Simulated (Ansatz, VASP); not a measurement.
# Two plane-wave programs on Li2S

The input INCAR:

```
SYSTEM = Li2S
PREC = Accurate
ENCUT = 750
EDIFF = 1E-6
ISMEAR = 0
SIGMA = 0.001
LREAL = .False.
LASPH = .True.
NELM = 120
ALGO = Normal
ISIF = 2
LWAVE = .False.
LCHARG = .False.
GGA = PE
NBANDS = 13
GGA_COMPAT = .False.
```

Contents of KPOINTS:

```
regular mesh
0
Gamma
  6 6 6
  0 0 0
```

Contents of POSCAR:

```
Li2S
1.0
    0.0000000000      2.8452942165      2.8452942165
    2.8452942165      0.0000000000      2.8452942165
    2.8452942165      2.8452942165      0.0000000000
S Li
1 2
Direct
    0.0000000000      0.0000000000      0.0000000000
    0.2500000000      0.2500000000      0.2500000000
    0.7500000000      0.7500000000      0.7500000000
```

Input for Ansatz:

```yaml
crystal:
  lattice:
    - [0.0, 2.8452942165, 2.8452942165]
    - [2.8452942165, 0.0, 2.8452942165]
    - [2.8452942165, 2.8452942165, 0.0]
  atoms:
    - { symbol: S, position: [0.0, 0.0, 0.0] }
    - { symbol: Li, position: [0.25, 0.25, 0.25] }
    - { symbol: Li, position: [0.75, 0.75, 0.75] }
kpoints:
  mp_grid: { grid: [6, 6, 6] }
hamiltonian:
  xc: pbe
scf:
  occupations: { method: gaussian, width: 0.001 }
  n_extra_bands: 4
output:
  forces: true
  stress: true
  eigenvalues: true
```

Alike in both runs: task single point; functional PBE; k mesh 6 × 6 × 6; occupations gaussian, width 0.001 eV; no spin polarisation.

```csv
,VASP,Ansatz
version,VASP 6.6.1,Ansatz 0.2.0
potentials or method,"VASP PAW PBE potentials, release 64 (S, Li_sv)",plane waves
plane-wave cutoff (eV),750,420
valence electrons in the cell,12,12
```

VASP gave:

- gap on the k mesh at the Fermi level (eV): 3.39
- pressure (GPa): 0.2

Problem. What did Ansatz give for the same quantities?

Solution. gap on the k mesh at the Fermi level (eV): 3.39; pressure (GPa): 0.3.
